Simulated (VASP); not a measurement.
# FePt (P4/mmm) in VASP: single point with PBEsol

Aim: the single point of FePt with PBEsol.

All numbers are computed with VASP 6.6.1; they aren't measurements. Logs are shortened: lines on timing, memory, paths and dates and some standing lists are left out, and cuts for length are marked.

**1. The cell of the first run**

The structure is tetragonal, space group P4/mmm (No. 123). The conventional cell has a = 2.504 Å, b = 2.504 Å, c = 3.996 Å, α = 90.00°, β = 90.00°, γ = 90.00°. Within 3.3 Å of Fe (site symmetry 4/mmm) lie 4 Fe at 2.50 Å and 8 Pt at 2.67 Å. Within 3.3 Å of Pt (site symmetry 4/mmm) lie 4 Pt at 2.50 Å and 8 Fe at 2.67 Å.

**2. Single point, PBEsol, collinear spin, ferromagnetic start (strain -0.080 along x and y, +0.080 along z)**

The input, INCAR:

```
SYSTEM = FePt
ALGO = Normal
EDIFF = 1E-6
ENCUT = 520
GGA = PS
ISIF = 2
ISMEAR = 0
ISPIN = 2
LASPH = .True.
LCHARG = .False.
LMAXMIX = 4
LORBIT = 11
LREAL = .False.
LWAVE = .False.
MAGMOM = 3.25 0.45
NBANDS = 20
NELM = 150
PREC = Accurate
SIGMA = 0.15
```

The input, KPOINTS:

```
k-points
0
Gamma
  18 18 14
  0 0 0
```

The input, POSCAR:

```
FePt
1.0
    2.5039216807      0.0000000000      0.0000000000
    0.0000000000      2.5039216807      0.0000000000
    0.0000000000      0.0000000000      3.9960000000
Fe Pt
1 1
Direct
    0.5000000000      0.5000000000      0.5000000000
    0.0000000000      0.0000000000      0.0000000000
```

Potentials or basis: VASP PAW PBE potentials, release 64 (Fe, Pt).

Run with:

```console
> cat potpaw_PBE.64/Fe/POTCAR potpaw_PBE.64/Pt/POTCAR > POTCAR
> mpirun -np 1 vasp_std > vasp.out
```

OUTCAR:

```text
SYSTEM = FePt
   EDIFF = 1E-6
   ENCUT = 520
   GGA = PS
   ISIF = 2
   ISMEAR = 0
   ISPIN = 2
   LASPH = .True.
   LORBIT = 11
   LREAL = .False.
   NELM = 150
   PREC = Accurate

 ion  position               nearest neighbor table
   1  0.500  0.500  0.500-   2 2.67   2 2.67   2 2.67   2 2.67   2 2.67   2 2.67   2 2.67   2 2.67

   2  0.000  0.000  0.000-   1 2.67   1 2.67   1 2.67   1 2.67   1 2.67   1 2.67   1 2.67   1 2.67

  LATTYP: Found a simple tetragonal cell.
 ALAT       =     2.5039216807
 C/A-ratio  =     1.5958965613

  Lattice vectors:

 A1 = (   2.5039216807,   0.0000000000,   0.0000000000)
 A2 = (   0.0000000000,   2.5039216807,   0.0000000000)
 A3 = (   0.0000000000,   0.0000000000,   3.9960000000)

Analysis of symmetry for initial positions (statically):
=====================================================================
 Subroutine PRICEL returns:
 Original cell was already a primitive cell.

 Routine SETGRP: Setting up the symmetry group for a
 simple tetragonal supercell.

 Subroutine GETGRP returns: Found 16 space group operations
 (whereof 16 operations were pure point group operations)
 out of a pool of 16 trial point group operations.

The static configuration has the point symmetry D_4h.

Analysis of symmetry for dynamics (positions and initial velocities):
=====================================================================
 Subroutine PRICEL returns:
 Original cell was already a primitive cell.

 Routine SETGRP: Setting up the symmetry group for a
 simple tetragonal supercell.

 Subroutine GETGRP returns: Found 16 space group operations
 (whereof 16 operations were pure point group operations)
 out of a pool of 16 trial point group operations.

The dynamic configuration has the point symmetry D_4h.

Analysis of structural, dynamic, and magnetic symmetry:
=====================================================================
 Subroutine PRICEL returns:
 Original cell was already a primitive cell.

 Routine SETGRP: Setting up the symmetry group for a
 simple tetragonal supercell.

 Subroutine GETGRP returns: Found 16 space group operations
 (whereof 16 operations were pure point group operations)
 out of a pool of 16 trial point group operations.

The overall configuration has the point symmetry D_4h.

 Subroutine INISYM returns: Found 16 space group operations
 (whereof 16 operations are pure point group operations),
 and found     1 'primitive' translations

----------------------------------------------------------------------------------------

                                     Primitive cell

  volume of cell :      25.0534

  direct lattice vectors                    reciprocal lattice vectors
     2.503921681  0.000000000  0.000000000     0.399373514  0.000000000  0.000000000
     0.000000000  2.503921681  0.000000000     0.000000000  0.399373514  0.000000000
     0.000000000  0.000000000  3.996000000     0.000000000  0.000000000  0.250250250

  length of vectors
     2.503921681  2.503921681  3.996000000     0.399373514  0.399373514  0.250250250

  position of ions in fractional coordinates (direct lattice)
     0.500000000  0.500000000  0.500000000
     0.000000000  0.000000000  0.000000000

  ion indices of the primitive-cell ions
   primitive index   ion index
                 1           1
                 2           2

----------------------------------------------------------------------------------------

 KPOINTS: k-points

Automatic generation of k-mesh.
 Grid dimensions read from file:
 generate k-points for:   18   18   14

 Generating k-lattice:

  Cartesian coordinates                     Fractional coordinates (reciprocal lattice)
     0.022187417  0.000000000  0.000000000     0.055555556  0.000000000  0.000000000
     0.000000000  0.022187417  0.000000000     0.000000000  0.055555556  0.000000000
     0.000000000  0.000000000  0.017875018     0.000000000  0.000000000  0.071428571

  Length of vectors
     0.022187417  0.022187417  0.017875018

  Shift w.r.t. Gamma in fractional coordinates (k-lattice)
     0.000000000  0.000000000  0.000000000

 Subroutine IBZKPT returns following result:
 ===========================================

 Found    440 irreducible k-points:

 Following reciprocal coordinates:
            Coordinates               Weight
  0.000000  0.000000  0.000000      1.000000
  0.055556  0.000000  0.000000      4.000000
  0.111111  0.000000  0.000000      4.000000
  0.166667  0.000000  0.000000      4.000000
  0.222222  0.000000  0.000000      4.000000
  0.277778  0.000000  0.000000      4.000000
[... 16 lines left out ...]
  0.277778  0.111111  0.000000      8.000000
  0.333333  0.111111  0.000000      8.000000
 [... further k-points ...]
   k-points           NKPTS =    440   k-points in BZ     NKDIM =    440   number of bands    NBANDS=     20
   number of dos      NEDOS =    301   number of ions     NIONS =      2
   total plane-waves  NPLWV =  12000
   dimension x,y,z NGX =    20 NGY =   20 NGZ =   30
   dimension x,y,z NGXF=    40 NGYF=   40 NGZF=   60
   ions per type =               1   1
   NGX,Y,Z   is equivalent  to a cutoff of  13.28, 13.28, 12.48 a.u.
   NGXF,Y,Z  is equivalent  to a cutoff of  26.56, 26.56, 24.96 a.u.
 SYSTEM =  FePt
   PREC   = accura    normal or accurate (medium, high low for compatibility)
   ISTART =      0    job   : 0-new  1-cont  2-samecut
   ICHARG =      2    charge: 1-file 2-atom 10-const
   ISPIN  =      2    spin polarized calculation?
   LNONCOLLINEAR =      F non collinear calculations
   LSORBIT =      F    spin-orbit coupling
   LASPH  =      T    aspherical Exc in radial PAW
   ENCUT  =  520.0 eV  38.22 Ry    6.18 a.u.   4.66  4.66  7.43*2*pi/ulx,y,z
   NELM   =    150;   NELMIN=  2; NELMDL= -5     # of ELM steps
   EDIFF  = 0.1E-05   stopping-criterion for ELM
   LREAL  =      F    real-space projection
   EDIFFG = 0.1E-04   stopping-criterion for IOM
   NSW    =      0    number of steps for IOM
   IBRION =     -1    ionic relax: 0-MD 1-quasi-New 2-CG
   NFREE  =      0    steps in history (QN), initial steepest desc. (CG)
   ISIF   =      2    stress and relaxation
   ISYM   =      2    0-nonsym 1-usesym 2-fastsym
   POTIM  = 0.5000    time-step for ionic-motion
   TEBEG  =    0.0;   TEEND  =   0.0 temperature during run
   PSTRESS=    0.0 pullay stress
   NELECT =      18.0000    total number of electrons
   NUPDOWN=      -1.0000    fix difference up-down
   EMIN   =  10.00;   EMAX   =-10.00  energy-range for DOS
   EFERMI =   0.00;   METHOD = LEGACY
   ISMEAR =     0;   SIGMA  =   0.15  broadening in eV -4-tet -1-fermi 0-gaus
   EFERMI_NEDOS =   21; number of points for ismear=-14 and -15
   IALGO  =     38    algorithm
   IMIX   =      4    mixing-type and parameters
     AMIX     =   0.40;   BMIX     =  1.00
     AMIX_MAG =   1.60;   BMIX_MAG =  1.00
  volume/ion in A,a.u.               =      12.53        84.53
  Fermi-wavevector in a.u.,A,eV,Ry     =   1.466257  2.770823 29.251284  2.149909
  Thomas-Fermi vector in A             =   2.582016
   LORBIT       =     11    0 simple, 1 ext, 2 COOP (PROOUT), +10 PAW based schemes
   GGA     = PS    functional components
   LHFCALC =     F    Hartree Fock is set to
   AEXX    =    0.0000 exact exchange contribution
   IVDW    =     0    specifies the selected vdW correction
   LEPSILON=     F    determine dielectric tensor
   LRPA    =     F    only Hartree local field effects (RPA)
 spin polarized calculation
 Gauss-broadening in eV      SIGMA  =   0.15
  energy-cutoff  :      520.00
  volume of cell :       25.05
 maximum number of plane-waves:       695
 NGX is ok and might be reduce to    20
   NGX =  9   NGY =  9   NGZ = 15

 number of electron      18.0000015 magnetization       2.9006567

 Free energy of the ion-electron system (eV)
  ---------------------------------------------------
  ext. energy  EPLUGINS =         0.00000000
  ---------------------------------------------------
  free energy    TOTEN  =       -15.92722440 eV

  energy without entropy =      -15.90822331  energy(sigma->0) =      -15.91772385

 E-fermi :   9.8646     XC(G=0): -13.7592

 val. band max:        9.8584665676   @ k =   0.0556   0.0000   0.5000
 cond. band min:       9.8654901618   @ k =   0.0556   0.0000   0.4286
 fundamental gap:      0.0070235942
 Fermi energy:         9.8645693762

 spin component 1

 k-point     1 :       0.0000    0.0000    0.0000
  band No.  band energies     occupation
      1      -0.5956      1.00000
      2       2.5579      1.00000
      3       2.6734      1.00000
      4       6.3810      1.00000
      5       6.8675      1.00000
      6       6.8675      1.00000
[... 12 lines left out ...]
     19      32.7182      0.00000
     20      33.4372      0.00000
[... 507 lines left out ...]
 k-point    24 :       0.3333    0.1111    0.0000
  band No.  band energies     occupation
      1       2.4609      1.00000
      2       4.1488      1.00000
      3       4.4764      1.00000
      4       5.2319      1.00000
      5       5.9792      1.00000
      6       6.7133      1.00000
[... 12 lines left out ...]
     19      32.1741      0.00000
     20      34.9478      0.00000

 [... further k-points ...]

 spin component 2

 k-point     1 :       0.0000    0.0000    0.0000
  band No.  band energies     occupation
      1      -0.4635      1.00000
      2       2.7377      1.00000
      3       3.0532      1.00000
      4       7.8442      1.00000
      5       7.8442      1.00000
      6       8.3131      1.00000
[... 12 lines left out ...]
     19      33.1922      0.00000
     20      33.6338      0.00000
[... 507 lines left out ...]
 k-point    24 :       0.3333    0.1111    0.0000
  band No.  band energies     occupation
      1       2.6193      1.00000
      2       4.4378      1.00000
      3       4.7140      1.00000
      4       5.7079      1.00000
      5       7.1930      1.00000
      6       7.7653      1.00000
[... 12 lines left out ...]
     19      32.3814      0.00000
     20      35.2036      0.00000

 [... further k-points ...]

------------------------ aborting loop because EDIFF is reached ----------------------------------------

  FORCE on cell =-STRESS in cart. coord.  units (eV):
  Direction    XX          YY          ZZ          XY          YZ          ZX
  --------------------------------------------------------------------------------------
  -------------------------------------------------------------------------------------
  Total        5.5237318      5.5237318     -0.2871811      0.0000000     -0.0000000      0.0000000
  in kB      353.2451499    353.2451499    -18.3653620      0.0000000     -0.0000000      0.0000000
  external PRESSURE =     229.3749793 kB  Pullay stress =       0.0000000 kB

 VOLUME and BASIS-vectors are now :
 -----------------------------------------------------------------------------
  energy-cutoff  :      520.00
  volume of cell :       25.05
      direct lattice vectors                 reciprocal lattice vectors
     2.503921681  0.000000000  0.000000000     0.399373514  0.000000000  0.000000000
     0.000000000  2.503921681  0.000000000     0.000000000  0.399373514  0.000000000
     0.000000000  0.000000000  3.996000000     0.000000000  0.000000000  0.250250250

 POSITION                                       TOTAL-FORCE (eV/Angst)
 -----------------------------------------------------------------------------------
      1.25196      1.25196      1.99800         0.000000      0.000000      0.000000
      0.00000      0.00000      0.00000         0.000000      0.000000      0.000000
 -----------------------------------------------------------------------------------
    total drift:                               -0.000000      0.000000      0.000000

  FREE ENERGIE OF THE ION-ELECTRON SYSTEM (eV)
  ---------------------------------------------------
  free  energy   TOTEN  =       -15.9272243957 eV

  energy  without entropy=      -15.9082233084  energy(sigma->0) =      -15.91772385

 total charge

# of ion       s       p       d       tot
------------------------------------------
    1        0.440   0.513   6.230   7.183
    2        0.780   0.825   8.145   9.750
--------------------------------------------------
tot          1.221   1.339  14.374  16.933

 magnetization (x)

# of ion       s       p       d       tot
------------------------------------------
    1       -0.003  -0.007   2.664   2.654
    2       -0.021  -0.075   0.301   0.205
--------------------------------------------------
tot         -0.024  -0.082   2.965   2.859
```

Wall time 10 min (1 thread of Intel Xeon 8259CL, shared host); peak memory 0.44 GiB.

What came out:

- Free energy: -15.9272 eV
- Pressure: 22.9 GPa
- Net moment: 2.90 μB per cell
- Site moments: Fe +2.65; Pt +0.20 μB
- Valence electrons inside the program's atomic spheres: Fe 7.18; Pt 9.75

Caveat: the cell differs from its parent crystal (strain -0.080 along x and y, +0.080 along z); the cell stands under pressure; the PAW data sets were made with another functional, which shifts forces and pressure a little; spin-orbit coupling is left out, which moves the levels of the heavy elements.
